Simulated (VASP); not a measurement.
Write the native input for VASP 6.6.1 that does the following.

* Task: single point
* Functional: PBE
* Potentials or basis: VASP PAW PBE potentials, release 64 (Al, N)
* Cutoff: 520 eV
* k mesh: 10 × 10 × 10
* Occupations: fermi-dirac, width 0.02 eV
* Spin: no spin polarisation
* Dipole correction: no
* Further INCAR settings: ALGO = Normal; EDIFF = 1e-07; NBANDS = 11

The structure of AlN lies in POSCAR:

```
AlN
1.0
    0.0000000000      2.0390571358      2.0390571358
    2.0390571358      0.0000000000      2.0390571358
    2.0390571358      2.0390571358      0.0000000000
Al N
1 1
Direct
    0.0000000000      0.0000000000      0.0000000000
    0.5000000000      0.5000000000      0.5000000000
```

This cell differs from its parent crystal: strain +1.0%.

These files were run (other wordings do the same):

INCAR

```
SYSTEM = AlN
  ALGO = Normal
  EDIFF = 1E-7
  ENCUT = 520
  GGA = PE
  ISIF = 2
  ISMEAR = -1
  LASPH = .TRUE.
  LCHARG = .FALSE.
  LREAL = .FALSE.
  LWAVE = .FALSE.
  NBANDS = 11
  NELM = 80
  PREC = Accurate
  SIGMA = 0.02
```

KPOINTS

```
k-points
0
G
  10 10 10
  0 0 0
```

Potentials or basis: VASP PAW PBE potentials, release 64 (Al, N).

The run is started by

```bash
$ cat potpaw_PBE.64/Al/POTCAR potpaw_PBE.64/N/POTCAR > POTCAR
$ mpirun -np 1 vasp_std > vasp.out
```

Results of the run:

```yaml
Pressure: -1.7 GPa
Band_gap_on_the_k_mesh: 4.36 eV, indirect (least direct gap 5.31 eV)
```

Caveat: the cell differs from its parent crystal (strain +1.0%).

Wall time 6.1 s on 1 thread of Intel Xeon 6975P-C, with other jobs on the host, peak memory 0.14 GiB.
